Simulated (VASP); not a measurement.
# Ga3Se (Cmmm) in VASP: single point with PBE+D3(BJ)

Aim: the single point of Ga3Se with PBE+D3(BJ).

All numbers are computed with VASP 6.6.1; they aren't measurements. Logs are shortened: lines on timing, memory, paths and dates and some standing lists are left out, and cuts for length are marked.

## Step 1: The cell of the first run

The structure is orthorhombic, space group Cmmm (No. 65). Conventional cell: a = 5.954 Å, b = 6.275 Å, c = 4.324 Å, α = 90.00°, β = 90.00°, γ = 90.00°. Ga (site symmetry 2/m) has 8 Ga at 2.98 to 3.14 Å and 4 Se at 3.06 Å within 3.9 Å. Ga (site symmetry mmm) has 4 Se at 2.98 to 3.14 Å and 8 Ga at 3.06 Å within 3.9 Å. Se (site symmetry mmm) has 12 Ga at 2.98 to 3.14 Å within 3.9 Å.

## Step 2: Single point, PBE+D3(BJ) (strain +0.0525 x Voigt [0, 0, 0, 0, 0, 1])

Contents of INCAR:

```
SYSTEM = Ga3Se
PREC     = Accurate       ! precision mode
ENCUT    = 520            ! plane-wave cutoff, eV
EDIFF    = 1E-6           ! SCF threshold, eV
ISMEAR   = 0              ! smearing method
SIGMA    = 0.15           ! smearing width, eV
LREAL    = .False.        ! projectors in reciprocal space
LASPH    = .True.         ! aspherical terms in the spheres
NELM     = 80             ! most SCF steps
ALGO     = Normal         ! electronic algorithm
ISIF     = 2              ! what is computed and relaxed
LWAVE    = .False.        ! write WAVECAR
LCHARG   = .True.         ! write CHGCAR
GGA      = PE             ! functional
IVDW     = 12             ! dispersion correction
LELF     = .True.         ! ELF
LVHAR    = .True.       
NBANDS   = 30             ! bands
```

Contents of KPOINTS:

```
regular mesh
0
Gamma
  12 12 12
  0 0 0
```

Contents of POSCAR:

```
Ga3Se
1.0
    4.3236103161      0.1134947708      0.0000000000
    0.1134947708      4.3236103161      0.0000000000
    0.0000000000      0.0000000000      4.3236103161
Ga Se
3 1
Direct
    0.0000000000      0.5000000000      0.5000000000
    0.5000000000      0.0000000000      0.5000000000
    0.5000000000      0.5000000000      0.0000000000
    0.0000000000      0.0000000000      0.0000000000
```

Potentials or basis: VASP PAW PBE potentials, release 64 (Ga_d, Se).

Started as:

```console
$ cat potpaw_PBE.64/Ga_d/POTCAR potpaw_PBE.64/Se/POTCAR > POTCAR
$ mpirun -np 1 vasp_std > vasp.out
```

OUTCAR:

```text
SYSTEM = Ga3Se
   PREC = Accurate
   ENCUT = 520
   EDIFF = 1E-6
   ISMEAR = 0
   LREAL = .False.
   LASPH = .True.
   NELM = 80
   ISIF = 2
   GGA = PE
   IVDW = 12
 IVDW          = 12

 ion  position               nearest neighbor table
   1  0.000  0.500  0.500-
   2  0.500  0.000  0.500-
   3  0.500  0.500  0.000-
   4  0.000  0.000  0.000-

  LATTYP: Found a base centered orthorhombic cell.
 ALAT       =     5.9540025033
 B/A-ratio  =     1.0539152760
 C/A-ratio  =     0.7261687098

  Lattice vectors:

 A1 = (  -0.1134947708,  -4.3236103161,   0.0000000000)
 A2 = (   4.3236103161,   0.1134947708,   0.0000000000)
 A3 = (   0.0000000000,   0.0000000000,   4.3236103161)

Analysis of symmetry for initial positions (statically):
=====================================================================
 Subroutine PRICEL returns:
 Original cell was already a primitive cell.

 Routine SETGRP: Setting up the symmetry group for a
 base centered orthorhombic supercell.

 Subroutine GETGRP returns: Found  8 space group operations
 (whereof  8 operations were pure point group operations)
 out of a pool of  8 trial point group operations.

The static configuration has the point symmetry D_2h.

Analysis of symmetry for dynamics (positions and initial velocities):
=====================================================================
 Subroutine PRICEL returns:
 Original cell was already a primitive cell.

 Routine SETGRP: Setting up the symmetry group for a
 base centered orthorhombic supercell.

 Subroutine GETGRP returns: Found  8 space group operations
 (whereof  8 operations were pure point group operations)
 out of a pool of  8 trial point group operations.

The dynamic configuration has the point symmetry D_2h.

 Subroutine INISYM returns: Found  8 space group operations
 (whereof  8 operations are pure point group operations),
 and found     1 'primitive' translations

----------------------------------------------------------------------------------------

                                     Primitive cell

  volume of cell :      80.7682

  direct lattice vectors                    reciprocal lattice vectors
     4.323610316  0.113494771  0.000000000     0.231447671 -0.006075501  0.000000000
     0.113494771  4.323610316  0.000000000    -0.006075501  0.231447671  0.000000000
     0.000000000  0.000000000  4.323610316     0.000000000  0.000000000  0.231288189

  length of vectors
     4.325099678  4.325099678  4.323610316     0.231527398  0.231527398  0.231288189

  position of ions in fractional coordinates (direct lattice)
     1.000000000  0.500000000  0.500000000
     0.500000000  1.000000000  0.500000000
     0.500000000  0.500000000  0.000000000
     0.000000000  0.000000000  0.000000000

  ion indices of the primitive-cell ions
   primitive index   ion index
                 1           1
                 2           2
                 3           3
                 4           4

----------------------------------------------------------------------------------------

 KPOINTS: regular mesh

Automatic generation of k-mesh.
 Grid dimensions read from file:
 generate k-points for:   12   12   12

 Generating k-lattice:

  Cartesian coordinates                     Fractional coordinates (reciprocal lattice)
     0.019287306 -0.000506292  0.000000000     0.083333333 -0.000000000  0.000000000
    -0.000506292  0.019287306  0.000000000    -0.000000000  0.083333333  0.000000000
     0.000000000  0.000000000  0.019274016     0.000000000  0.000000000  0.083333333

  Length of vectors
     0.019293950  0.019293950  0.019274016

  Shift w.r.t. Gamma in fractional coordinates (k-lattice)
     0.000000000  0.000000000  0.000000000

 Subroutine IBZKPT returns following result:
 ===========================================

 Found    301 irreducible k-points:

 Following reciprocal coordinates:
            Coordinates               Weight
  0.000000  0.000000  0.000000      1.000000
  0.083333  0.000000  0.000000      4.000000
  0.166667  0.000000  0.000000      4.000000
  0.250000 -0.000000  0.000000      4.000000
  0.333333  0.000000  0.000000      4.000000
  0.416667 -0.000000  0.000000      4.000000
[... 16 lines left out ...]
  0.500000  0.166667  0.000000      4.000000
 -0.416667  0.166667  0.000000      4.000000
 [... further k-points ...]
   k-points           NKPTS =    301   k-points in BZ     NKDIM =    301   number of bands    NBANDS=     30
   number of dos      NEDOS =    301   number of ions     NIONS =      4
   total plane-waves  NPLWV =  32768
   dimension x,y,z NGX =    32 NGY =   32 NGZ =   32
   dimension x,y,z NGXF=    64 NGYF=   64 NGZF=   64
   ions per type =               3   1
   NGX,Y,Z   is equivalent  to a cutoff of  12.30, 12.30, 12.30 a.u.
   NGXF,Y,Z  is equivalent  to a cutoff of  24.60, 24.60, 24.61 a.u.
 SYSTEM =  Ga3Se
   PREC   = accura    normal or accurate (medium, high low for compatibility)
   ISTART =      0    job   : 0-new  1-cont  2-samecut
   ICHARG =      2    charge: 1-file 2-atom 10-const
   ISPIN  =      1    spin polarized calculation?
   LNONCOLLINEAR =      F non collinear calculations
   LSORBIT =      F    spin-orbit coupling
   LASPH  =      T    aspherical Exc in radial PAW
   ENCUT  =  520.0 eV  38.22 Ry    6.18 a.u.   8.04  8.04  8.04*2*pi/ulx,y,z
   NELM   =     80;   NELMIN=  2; NELMDL= -5     # of ELM steps
   EDIFF  = 0.1E-05   stopping-criterion for ELM
   LREAL  =      F    real-space projection
   EDIFFG = 0.1E-04   stopping-criterion for IOM
   NSW    =      0    number of steps for IOM
   IBRION =     -1    ionic relax: 0-MD 1-quasi-New 2-CG
   NFREE  =      0    steps in history (QN), initial steepest desc. (CG)
   ISIF   =      2    stress and relaxation
   ISYM   =      2    0-nonsym 1-usesym 2-fastsym
   POTIM  = 0.5000    time-step for ionic-motion
   TEBEG  =    0.0;   TEEND  =   0.0 temperature during run
   PSTRESS=    0.0 pullay stress
   NELECT =      45.0000    total number of electrons
   NUPDOWN=      -1.0000    fix difference up-down
   EMIN   =  10.00;   EMAX   =-10.00  energy-range for DOS
   EFERMI =   0.00;   METHOD = LEGACY
   ISMEAR =     0;   SIGMA  =   0.15  broadening in eV -4-tet -1-fermi 0-gaus
   EFERMI_NEDOS =   21; number of points for ismear=-14 and -15
   IALGO  =     38    algorithm
   IMIX   =      4    mixing-type and parameters
     AMIX     =   0.40;   BMIX     =  1.00
     AMIX_MAG =   1.60;   BMIX_MAG =  1.00
  volume/ion in A,a.u.               =      20.19       136.26
  Fermi-wavevector in a.u.,A,eV,Ry     =   1.347097  2.545644 24.690093  1.814671
  Thomas-Fermi vector in A             =   2.474875
   LORBIT       =      0    0 simple, 1 ext, 2 COOP (PROOUT), +10 PAW based schemes
   GGA     = PE    functional components
   LHFCALC =     F    Hartree Fock is set to
   AEXX    =    0.0000 exact exchange contribution
   IVDW    =    12    specifies the selected vdW correction
   LEPSILON=     F    determine dielectric tensor
   LRPA    =     F    only Hartree local field effects (RPA)
 non-spin polarized calculation
 Gauss-broadening in eV      SIGMA  =   0.15
  energy-cutoff  :      520.00
  volume of cell :       80.77
 maximum number of plane-waves:      2202
   NGX = 17   NGY = 17   NGZ = 17

 number of electron      45.0000068 magnetization

 Free energy of the ion-electron system (eV)
  ---------------------------------------------------
  ext. energy  EPLUGINS =         0.00000000
  ---------------------------------------------------
  free energy    TOTEN  =       -12.38423654 eV

  energy without entropy =      -12.36888784  energy(sigma->0) =      -12.37656219

 E-fermi :   5.3364     XC(G=0): -10.6292

 val. band max:        5.3221758388   @ k =   0.3333   0.2500   0.0833
 cond. band min:       5.3408267108   @ k =   0.4167   0.3333   0.0833
 fundamental gap:      0.0186508719
 Fermi energy:         5.3364438305

 k-point     1 :       0.0000    0.0000    0.0000
  band No.  band energies     occupation
      1      -9.7900      2.00000
      2      -9.7434      2.00000
      3      -9.7405      2.00000
      4      -9.7306      2.00000
      5      -9.6797      2.00000
      6      -9.6764      2.00000
[... 22 lines left out ...]
     29      11.4203      0.00000
     30      12.1564      0.00000

 k-point     2 :       0.0833    0.0000    0.0000
  band No.  band energies     occupation
      1      -9.7835      2.00000
      2      -9.7409      2.00000
      3      -9.7362      2.00000
      4      -9.7280      2.00000
      5      -9.6776      2.00000
      6      -9.6747      2.00000
[... 22 lines left out ...]
     29      11.7131      0.00000
     30      12.4979      0.00000

 k-point     3 :       0.1667    0.0000    0.0000
  band No.  band energies     occupation
      1      -9.7651      2.00000
      2      -9.7352      2.00000
      3      -9.7237      2.00000
      4      -9.7187      2.00000
      5      -9.6750      2.00000
      6      -9.6666      2.00000
[... 22 lines left out ...]
     29      12.3250      0.00000
     30      12.7647      0.00000

 k-point     4 :       0.2500   -0.0000    0.0000
  band No.  band energies     occupation
      1      -9.7377      2.00000
      2      -9.7296      2.00000
      3      -9.7040      2.00000
      4      -9.7011      2.00000
      5      -9.6720      2.00000
      6      -9.6531      2.00000
[... 22 lines left out ...]
     29      12.7164      0.00000
     30      12.9499      0.00000

 k-point     5 :       0.3333    0.0000    0.0000
  band No.  band energies     occupation
      1      -9.7245      2.00000
      2      -9.7060      2.00000
      3      -9.6789      2.00000
      4      -9.6773      2.00000
      5      -9.6677      2.00000
      6      -9.6368      2.00000
[... 22 lines left out ...]
     29      12.0739      0.00000
     30      12.5375      0.00000
[... 526 lines left out ...]
     29      10.6843      0.00000
     30      11.1109      0.00000

 k-point    22 :       0.4167    0.1667    0.0000
  band No.  band energies     occupation
      1      -9.7077      2.00000
      2      -9.6910      2.00000
      3      -9.6595      2.00000
      4      -9.6520      2.00000
      5      -9.6518      2.00000
      6      -9.6234      2.00000
[... 22 lines left out ...]
     29      10.6268      0.00000
     30      10.8434      0.00000

 k-point    23 :       0.5000    0.1667    0.0000
  band No.  band energies     occupation
      1      -9.7050      2.00000
      2      -9.6728      2.00000
      3      -9.6598      2.00000
      4      -9.6445      2.00000
      5      -9.6331      2.00000
      6      -9.6196      2.00000
[... 22 lines left out ...]
     29      10.5841      0.00000
     30      11.6192      0.00000

 k-point    24 :      -0.4167    0.1667    0.0000
  band No.  band energies     occupation
      1      -9.7059      2.00000
      2      -9.6774      2.00000
      3      -9.6578      2.00000
      4      -9.6503      2.00000
      5      -9.6374      2.00000
      6      -9.6207      2.00000
[... 22 lines left out ...]
     29      10.9020      0.00000
     30      11.0096      0.00000

 [... further k-points ...]

------------------------ aborting loop because EDIFF is reached ----------------------------------------

 Edisp (eV)   -1.26564

 E8    (eV) :    -0.5693

  FORCE on cell =-STRESS in cart. coord.  units (eV):
  Direction    XX          YY          ZZ          XY          YZ          ZX
  --------------------------------------------------------------------------------------
  -------------------------------------------------------------------------------------
  Total       0.09209     0.09209    -0.02534    -0.25084     0.00000     0.00000
  in kB       1.82683     1.82683    -0.50268    -4.97584     0.00000     0.00000
  external pressure =        1.05 kB  Pullay stress =        0.00 kB

 VOLUME and BASIS-vectors are now :
 -----------------------------------------------------------------------------
  energy-cutoff  :      520.00
  volume of cell :       80.77
      direct lattice vectors                 reciprocal lattice vectors
     4.323610316  0.113494771  0.000000000     0.231447671 -0.006075501  0.000000000
     0.113494771  4.323610316  0.000000000    -0.006075501  0.231447671  0.000000000
     0.000000000  0.000000000  4.323610316     0.000000000  0.000000000  0.231288189

 POSITION                                       TOTAL-FORCE (eV/Angst)
 -----------------------------------------------------------------------------------
      0.05675      2.16181      2.16181         0.000000      0.000000      0.000000
      2.16181      0.05675      2.16181         0.000000      0.000000      0.000000
      2.21855      2.21855      0.00000        -0.000000     -0.000000      0.000000
      0.00000      0.00000      0.00000         0.000000      0.000000      0.000000
 -----------------------------------------------------------------------------------
    total drift:                                0.000000     -0.000000     -0.000000

  FREE ENERGIE OF THE ION-ELECTRON SYSTEM (eV)
  ---------------------------------------------------
  free  energy   TOTEN  =       -13.6498805224 eV

  energy  without entropy=      -13.6345318309  energy(sigma->0) =      -13.64220618
```

It took 5.3 min on 1 thread of Intel Xeon Platinum 8259CL at 2.50GHz (Skylake/Cascade Lake), shared host; peak memory 0.65 GiB.

What came out:

```
Free energy                : -13.6499 eV
Pressure                   : 0.1 GPa
Dispersion energy per atom : -0.316 eV
```

Stress tensor (GPa, compression positive):
```
 0.18 -0.50  0.00
-0.50  0.18  0.00
 0.00  0.00 -0.05
```

Caveat: the cell differs from its parent crystal (strain +0.0525 x Voigt [0, 0, 0, 0, 0, 1]); pairwise dispersion overbinds metals, which lowers pressure and volume.
